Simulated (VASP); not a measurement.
# Zn (Fm-3m) in VASP: a series of runs

Zn is run at these levels: revPBE; tasks: single point, relaxation of cell and atoms.

Everything below comes from runs of VASP 6.6.1. Logs are shortened: lines on timing, memory, paths and dates and some standing lists are left out, and cuts for length are marked.

### Step 1. The cell of the first run

It takes space group Fm-3m (No. 225, cubic). Conventional cell: a = 4.077 Å, b = 4.077 Å, c = 4.077 Å, α = 90.00°, β = 90.00°, γ = 90.00°. Within 3.8 Å of Zn (site symmetry m-3m) lie 12 Zn at 2.88 Å.

### Step 2. Single point, revPBE (volume scaled by 1.08)

Contents of INCAR:

```
SYSTEM = Zn
  ALGO = Normal
  EDIFF = 1E-7
  ENCUT = 520
  GGA = RE
  ISIF = 2
  ISMEAR = -1
  LASPH = .TRUE.
  LCHARG = .FALSE.
  LREAL = .FALSE.
  LWAVE = .FALSE.
  NBANDS = 12
  NELM = 60
  PREC = Accurate
  SIGMA = 0.1
```

Contents of KPOINTS:

```
k-points
0
G
  15 15 15
  0 0 0
```

Contents of POSCAR:

```
Zn
1.0
    0.0000000000      2.0386211670      2.0386211670
    2.0386211670      0.0000000000      2.0386211670
    2.0386211670      2.0386211670      0.0000000000
Zn
1
Direct
    0.0000000000      0.0000000000      0.0000000000
```

Potentials or basis: VASP PAW PBE potentials, release 64 (Zn).

Command:

```bash
cat potpaw_PBE.64/Zn/POTCAR > POTCAR
mpirun -np 1 vasp_std > vasp.out
```

OUTCAR:

```text
SYSTEM = Zn
   EDIFF = 1E-7
   ENCUT = 520
   GGA = RE
   ISIF = 2
   ISMEAR = -1
   LASPH = .TRUE.
   LREAL = .FALSE.
   NELM = 60
   PREC = Accurate

 ion  position               nearest neighbor table
   1  0.000  0.000  0.000-

  LATTYP: Found a face centered cubic cell.
 ALAT       =     4.0772423340

  Lattice vectors:

 A1 = (   0.0000000000,   2.0386211670,   2.0386211670)
 A2 = (   2.0386211670,   0.0000000000,   2.0386211670)
 A3 = (   2.0386211670,   2.0386211670,   0.0000000000)

Analysis of symmetry for initial positions (statically):
=====================================================================
 Subroutine PRICEL returns:
 Original cell was already a primitive cell.

 Routine SETGRP: Setting up the symmetry group for a
 face centered cubic supercell.

 Subroutine GETGRP returns: Found 48 space group operations
 (whereof 48 operations were pure point group operations)
 out of a pool of 48 trial point group operations.

The static configuration has the point symmetry O_h .

Analysis of symmetry for dynamics (positions and initial velocities):
=====================================================================
 Subroutine PRICEL returns:
 Original cell was already a primitive cell.

 Routine SETGRP: Setting up the symmetry group for a
 face centered cubic supercell.

 Subroutine GETGRP returns: Found 48 space group operations
 (whereof 48 operations were pure point group operations)
 out of a pool of 48 trial point group operations.

The dynamic configuration has the point symmetry O_h .

 Subroutine INISYM returns: Found 48 space group operations
 (whereof 48 operations are pure point group operations),
 and found     1 'primitive' translations

----------------------------------------------------------------------------------------

                                     Primitive cell

  volume of cell :      16.9449

  direct lattice vectors                    reciprocal lattice vectors
     0.000000000  2.038621167  2.038621167    -0.245263813  0.245263813  0.245263813
     2.038621167  0.000000000  2.038621167     0.245263813 -0.245263813  0.245263813
     2.038621167  2.038621167  0.000000000     0.245263813  0.245263813 -0.245263813

  length of vectors
     2.883045703  2.883045703  2.883045703     0.424809385  0.424809385  0.424809385

  position of ions in fractional coordinates (direct lattice)
     0.000000000  0.000000000  0.000000000

  ion indices of the primitive-cell ions
   primitive index   ion index
                 1           1

----------------------------------------------------------------------------------------

 KPOINTS: k-points

Automatic generation of k-mesh.
 Grid dimensions read from file:
 generate k-points for:   15   15   15

 Generating k-lattice:

  Cartesian coordinates                     Fractional coordinates (reciprocal lattice)
    -0.016350921  0.016350921  0.016350921     0.066666667  0.000000000  0.000000000
     0.016350921 -0.016350921  0.016350921     0.000000000  0.066666667  0.000000000
     0.016350921  0.016350921 -0.016350921     0.000000000  0.000000000  0.066666667

  Length of vectors
     0.028320626  0.028320626  0.028320626

  Shift w.r.t. Gamma in fractional coordinates (k-lattice)
     0.000000000  0.000000000  0.000000000

 Subroutine IBZKPT returns following result:
 ===========================================

 Found    120 irreducible k-points:

 Following reciprocal coordinates:
            Coordinates               Weight
  0.000000  0.000000  0.000000      1.000000
  0.066667  0.000000  0.000000      8.000000
  0.133333  0.000000  0.000000      8.000000
  0.200000  0.000000  0.000000      8.000000
  0.266667  0.000000  0.000000      8.000000
  0.333333  0.000000  0.000000      8.000000
[... 16 lines left out ...]
  0.133333  0.133333  0.000000      6.000000
  0.200000  0.133333  0.000000     24.000000
 [... further k-points ...]
   k-points           NKPTS =    120   k-points in BZ     NKDIM =    120   number of bands    NBANDS=     12
   number of dos      NEDOS =    301   number of ions     NIONS =      1
   total plane-waves  NPLWV =  13824
   dimension x,y,z NGX =    24 NGY =   24 NGZ =   24
   dimension x,y,z NGXF=    48 NGYF=   48 NGZF=   48
   ions per type =               1
   NGX,Y,Z   is equivalent  to a cutoff of  13.84, 13.84, 13.84 a.u.
   NGXF,Y,Z  is equivalent  to a cutoff of  27.68, 27.68, 27.68 a.u.
 SYSTEM =  Zn
   PREC   = accura    normal or accurate (medium, high low for compatibility)
   ISTART =      0    job   : 0-new  1-cont  2-samecut
   ICHARG =      2    charge: 1-file 2-atom 10-const
   ISPIN  =      1    spin polarized calculation?
   LNONCOLLINEAR =      F non collinear calculations
   LSORBIT =      F    spin-orbit coupling
   LASPH  =      T    aspherical Exc in radial PAW
   ENCUT  =  520.0 eV  38.22 Ry    6.18 a.u.   5.36  5.36  5.36*2*pi/ulx,y,z
   NELM   =     60;   NELMIN=  2; NELMDL= -5     # of ELM steps
   EDIFF  = 0.1E-06   stopping-criterion for ELM
   LREAL  =      F    real-space projection
   EDIFFG = 0.1E-05   stopping-criterion for IOM
   NSW    =      0    number of steps for IOM
   IBRION =     -1    ionic relax: 0-MD 1-quasi-New 2-CG
   NFREE  =      0    steps in history (QN), initial steepest desc. (CG)
   ISIF   =      2    stress and relaxation
   ISYM   =      2    0-nonsym 1-usesym 2-fastsym
   POTIM  = 0.5000    time-step for ionic-motion
   TEBEG  =    0.0;   TEEND  =   0.0 temperature during run
   PSTRESS=    0.0 pullay stress
   NELECT =      12.0000    total number of electrons
   NUPDOWN=      -1.0000    fix difference up-down
   EMIN   =  10.00;   EMAX   =-10.00  energy-range for DOS
   EFERMI =   0.00;   METHOD = LEGACY
   ISMEAR =    -1;   SIGMA  =   0.10  broadening in eV -4-tet -1-fermi 0-gaus
   EFERMI_NEDOS =   21; number of points for ismear=-14 and -15
   IALGO  =     38    algorithm
   IMIX   =      4    mixing-type and parameters
     AMIX     =   0.40;   BMIX     =  1.00
     AMIX_MAG =   1.60;   BMIX_MAG =  1.00
  volume/ion in A,a.u.               =      16.94       114.35
  Fermi-wavevector in a.u.,A,eV,Ry     =   1.459224  2.757534 28.971369  2.129336
  Thomas-Fermi vector in A             =   2.575817
   LORBIT       =      0    0 simple, 1 ext, 2 COOP (PROOUT), +10 PAW based schemes
   GGA     = RE    functional components
   LHFCALC =     F    Hartree Fock is set to
   AEXX    =    0.0000 exact exchange contribution
   IVDW    =     0    specifies the selected vdW correction
   LEPSILON=     F    determine dielectric tensor
   LRPA    =     F    only Hartree local field effects (RPA)
 non-spin polarized calculation
  energy-cutoff  :      520.00
  volume of cell :       16.94
 maximum number of plane-waves:       468
 NGX is ok and might be reduce to    24
   NGX = 11   NGY = 11   NGZ = 11

 number of electron      12.0000007 magnetization

 Free energy of the ion-electron system (eV)
  ---------------------------------------------------
  ext. energy  EPLUGINS =         0.00000000
  ---------------------------------------------------
  free energy    TOTEN  =        -0.77736418 eV

  energy without entropy =       -0.76571690  energy(sigma->0) =       -0.77154054

 E-fermi :   2.3975     XC(G=0): -10.9102

 val. band max:        2.3004280979   @ k =  -0.4000   0.4667   0.0667
 cond. band min:       2.4498934574   @ k =  -0.4667   0.2000   0.0000
 fundamental gap:      0.1494653595
 Fermi energy:         2.3975436270

 k-point     1 :       0.0000    0.0000    0.0000
  band No.  band energies     occupation
      1      -7.0545      2.00000
      2      -4.9035      2.00000
      3      -4.9035      2.00000
      4      -4.9035      2.00000
      5      -4.5978      2.00000
      6      -4.5978      2.00000
      7      19.2798      0.00000
      8      19.2798      0.00000
      9      19.2798      0.00000
     10      20.4607      0.00000
     11      22.1484      0.00000
     12      22.1484      0.00000

 k-point     2 :       0.0667    0.0000    0.0000
  band No.  band energies     occupation
      1      -6.9304      2.00000
      2      -4.9117      2.00000
      3      -4.8911      2.00000
      4      -4.8911      2.00000
      5      -4.6011      2.00000
      6      -4.6011      2.00000
      7      17.3060      0.00000
      8      18.9151      0.00000
      9      18.9151      0.00000
     10      20.1109      0.00000
     11      22.7180      0.00000
     12      22.7180      0.00000

 k-point     3 :       0.1333    0.0000    0.0000
  band No.  band energies     occupation
      1      -6.5678      2.00000
      2      -4.9242      2.00000
      3      -4.8614      2.00000
      4      -4.8614      2.00000
      5      -4.6047      2.00000
      6      -4.6047      2.00000
      7      14.2860      0.00000
      8      18.2449      0.00000
      9      18.2449      0.00000
     10      19.9330      0.00000
     11      23.9593      0.00000
     12      23.9593      0.00000
[... 286 lines left out ...]
 k-point    23 :       0.1333    0.1333    0.0000
  band No.  band energies     occupation
      1      -6.4060      2.00000
      2      -4.9842      2.00000
      3      -4.8181      2.00000
      4      -4.8181      2.00000
      5      -4.6573      2.00000
      6      -4.5616      2.00000
      7      16.0224      0.00000
      8      16.0224      0.00000
      9      17.6125      0.00000
     10      17.6207      0.00000
     11      21.1852      0.00000
     12      26.3458      0.00000

 k-point    24 :       0.2000    0.1333    0.0000
  band No.  band energies     occupation
      1      -5.9964      2.00000
      2      -5.0192      2.00000
      3      -4.7875      2.00000
      4      -4.7780      2.00000
      5      -4.6323      2.00000
      6      -4.5402      2.00000
      7      13.6040      0.00000
      8      15.1950      0.00000
      9      17.0000      0.00000
     10      18.3974      0.00000
     11      19.5269      0.00000
     12      26.1550      0.00000

 [... further k-points ...]

------------------------ aborting loop because EDIFF is reached ----------------------------------------

  FORCE on cell =-STRESS in cart. coord.  units (eV):
  Direction    XX          YY          ZZ          XY          YZ          ZX
  --------------------------------------------------------------------------------------
  -------------------------------------------------------------------------------------
  Total       -0.3914931     -0.3914931     -0.3914931     -0.0000000     -0.0000000      0.0000000
  in kB      -37.0164818    -37.0164818    -37.0164818     -0.0000000     -0.0000000      0.0000000
  external PRESSURE =     -37.0164818 kB  Pullay stress =       0.0000000 kB

 VOLUME and BASIS-vectors are now :
 -----------------------------------------------------------------------------
  energy-cutoff  :      520.00
  volume of cell :       16.94
      direct lattice vectors                 reciprocal lattice vectors
     0.000000000  2.038621167  2.038621167    -0.245263813  0.245263813  0.245263813
     2.038621167  0.000000000  2.038621167     0.245263813 -0.245263813  0.245263813
     2.038621167  2.038621167  0.000000000     0.245263813  0.245263813 -0.245263813

 POSITION                                       TOTAL-FORCE (eV/Angst)
 -----------------------------------------------------------------------------------
      0.00000      0.00000      0.00000        -0.000000      0.000000     -0.000000
 -----------------------------------------------------------------------------------
    total drift:                               -0.000000      0.000000     -0.000000

  FREE ENERGIE OF THE ION-ELECTRON SYSTEM (eV)
  ---------------------------------------------------
  free  energy   TOTEN  =        -0.7773641846 eV

  energy  without entropy=       -0.7657169030  energy(sigma->0) =       -0.77154054
```

Wall time 13 s (1 thread of Intel Xeon Platinum 8488C (Sapphire Rapids), shared host); peak memory 0.15 GiB.

Results:

| Item | Value |
| --- | --- |
| Free energy | -0.7774 eV |
| Pressure | -3.7 GPa |
| Band gap on the k mesh | zero (band 6 reaches 4.10 eV, above the bottom of band 7 at 1.11 eV) |

Caveat: the PAW data sets were made with another functional, which shifts forces and pressure a little.

### Step 3. Single point, revPBE (volume scaled by 1.12)

Contents of INCAR:

```
  PREC = Accurate
  ENCUT = 520
  EDIFF = 1E-6
  ISMEAR = -1
  SIGMA = 0.1
  LREAL = False
  LASPH = True
  NELM = 80
  ALGO = Normal
  ISIF = 2
  LWAVE = False
  LCHARG = True
  GGA = RE
  LELF = True
  LVHAR = True
  NBANDS = 12
```

Contents of KPOINTS:

```
Automatic mesh
0
Gamma
  15 15 15
```

Contents of POSCAR:

```
Zn
1.0
    0.0000000000      2.0634848512      2.0634848512
    2.0634848512      0.0000000000      2.0634848512
    2.0634848512      2.0634848512      0.0000000000
Zn
1
Direct
    0.0000000000      0.0000000000      0.0000000000
```

Potentials or basis: VASP PAW PBE potentials, release 64 (Zn).

Command:

```bash
cat potpaw_PBE.64/Zn/POTCAR > POTCAR
mpirun -np 1 vasp_std > vasp.out
```

OUTCAR:

```text
PREC = Accurate
   ENCUT = 520
   EDIFF = 1E-6
   ISMEAR = -1
   LREAL = False
   LASPH = True
   NELM = 80
   ISIF = 2
   GGA = RE

 ion  position               nearest neighbor table
   1  0.000  0.000  0.000-

  LATTYP: Found a face centered cubic cell.
 ALAT       =     4.1269697024

  Lattice vectors:

 A1 = (   0.0000000000,   2.0634848512,   2.0634848512)
 A2 = (   2.0634848512,   0.0000000000,   2.0634848512)
 A3 = (   2.0634848512,   2.0634848512,   0.0000000000)

Analysis of symmetry for initial positions (statically):
=====================================================================
 Subroutine PRICEL returns:
 Original cell was already a primitive cell.

 Routine SETGRP: Setting up the symmetry group for a
 face centered cubic supercell.

 Subroutine GETGRP returns: Found 48 space group operations
 (whereof 48 operations were pure point group operations)
 out of a pool of 48 trial point group operations.

The static configuration has the point symmetry O_h .

[... 166 lines left out ...]
  band No.  band energies     occupation
      1      -7.0189      2.00000
      2      -5.0541      2.00000
      3      -5.0541      2.00000
      4      -5.0541      2.00000
      5      -4.7695      2.00000
      6      -4.7695      2.00000
      7      18.5834      0.00000
      8      18.5834      0.00000
      9      18.5834      0.00000
     10      19.9694      0.00000
     11      21.5066      0.00000
     12      21.5066      0.00000
[... 331 lines left out ...]
 k-point    24 :       0.2000    0.1333    0.0000
  band No.  band energies     occupation
      1      -5.9921      2.00000
      2      -5.1608      2.00000
      3      -4.9454      2.00000
      4      -4.9366      2.00000
      5      -4.7939      2.00000
      6      -4.7156      2.00000
      7      13.1044      0.00000
      8      14.6506      0.00000
      9      16.3976      0.00000
     10      17.7739      0.00000
     11      18.9894      0.00000
     12      25.4260      0.00000

 [... further k-points ...]

------------------------ aborting loop because EDIFF is reached ----------------------------------------

  FORCE on cell =-STRESS in cart. coord.  units (eV):
  Direction    XX          YY          ZZ          XY          YZ          ZX
  --------------------------------------------------------------------------------------
  -------------------------------------------------------------------------------------
  Total       -0.5486067     -0.5486067     -0.5486067      0.0000000      0.0000000     -0.0000000
  in kB      -50.0193273    -50.0193273    -50.0193273      0.0000000      0.0000000     -0.0000000
  external PRESSURE =     -50.0193273 kB  Pullay stress =       0.0000000 kB

 VOLUME and BASIS-vectors are now :
 -----------------------------------------------------------------------------
  energy-cutoff  :      520.00
  volume of cell :       17.57
      direct lattice vectors                 reciprocal lattice vectors
     0.000000000  2.063484851  2.063484851    -0.242308539  0.242308539  0.242308539
     2.063484851  0.000000000  2.063484851     0.242308539 -0.242308539  0.242308539
     2.063484851  2.063484851  0.000000000     0.242308539  0.242308539 -0.242308539

 POSITION                                       TOTAL-FORCE (eV/Angst)
 -----------------------------------------------------------------------------------
      0.00000      0.00000      0.00000        -0.000000     -0.000000     -0.000000
 -----------------------------------------------------------------------------------
    total drift:                               -0.000000      0.000000     -0.000000

  FREE ENERGIE OF THE ION-ELECTRON SYSTEM (eV)
  ---------------------------------------------------
  free  energy   TOTEN  =        -0.7602242268 eV

  energy  without entropy=       -0.7482098350  energy(sigma->0) =       -0.75421703
```

OSZICAR:

```text
N       E                     dE             d eps       ncg     rms          rms(c)
DAV:   1     0.434729549801E+02    0.43473E+02   -0.65767E+03  2948   0.151E+03
DAV:   2     0.615993747196E+00   -0.42857E+02   -0.40476E+02  2948   0.214E+02
DAV:   3    -0.804876060899E+00   -0.14209E+01   -0.14184E+01  3380   0.385E+01
DAV:   4    -0.808840524038E+00   -0.39645E-02   -0.39643E-02  3260   0.203E+00
DAV:   5    -0.808844108893E+00   -0.35849E-05   -0.35851E-05  3368   0.591E-02    0.201E+00
DAV:   6    -0.761013259408E+00    0.47831E-01   -0.26699E-01  3512   0.102E+01    0.167E+00
DAV:   7    -0.760442627960E+00    0.57063E-03   -0.51539E-03  3028   0.127E+00    0.829E-01
DAV:   8    -0.760197126153E+00    0.24550E-03   -0.13494E-03  3216   0.511E-01    0.502E-02
DAV:   9    -0.760222222973E+00   -0.25097E-04   -0.66941E-05  3048   0.798E-02    0.163E-02
DAV:  10    -0.760224386639E+00   -0.21637E-05   -0.19913E-06  3476   0.151E-02    0.132E-03
DAV:  11    -0.760224226829E+00    0.15981E-06   -0.40638E-08  1712   0.338E-03
   1 F= -.76022423E+00 E0= -.75421703E+00  d E =-.120144E-01
```

Wall time 11 s (1 thread of Intel Xeon Platinum 8488C (Sapphire Rapids), shared host); peak memory 0.14 GiB.

Results:

| Quantity | Value |
| --- | --- |
| Free energy | -0.7602 eV |
| Pressure | -5.0 GPa |
| Band gap on the k mesh | zero (band 6 reaches 3.80 eV, above the bottom of band 7 at 0.85 eV) |

Caveat: the PAW data sets were made with another functional, which shifts forces and pressure a little.

(Part 1 of 2 ends here.)
